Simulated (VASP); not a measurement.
A run of VASP 6.6.1:

File INCAR:

```
SYSTEM = CuI
  ALGO = Normal
  EDIFF = 1E-8
  ENCUT = 520
  GGA = PE
  ISIF = 2
  ISMEAR = 0
  LASPH = .True.
  LCHARG = .False.
  LEPSILON = .True.
  LREAL = .False.
  LWAVE = .False.
  NELM = 100
  PREC = Accurate
  SIGMA = 0.01
```

KPOINTS

```
k-points
0
Gamma
  8 8 8
  0 0 0
```

The input POSCAR:

```
CuI
1.0
    0.0000000000      3.0315000000      3.0315000000
    3.0315000000      0.0000000000      3.0315000000
    3.0315000000      3.0315000000      0.0000000000
I Cu
1 1
Direct
    0.0000000000      0.0000000000      0.0000000000
    0.7500000000      0.7500000000      0.7500000000
```

Potentials or basis: VASP PAW PBE potentials, release 64 (I, Cu).

Launch:

```bash
$ cat potpaw_PBE.64/I/POTCAR potpaw_PBE.64/Cu/POTCAR > POTCAR
$ mpirun -np 1 vasp_std > vasp.out
```

Hardware: 1 thread of Intel Xeon 8259CL, with other jobs on the host.

Task: How long does it take, and how much memory?

Result: Run time: 8.5 min on 1 thread of Intel Xeon 8259CL (shared host), peak memory 0.34 GiB. Counts: scf iterations 140, k points 29.
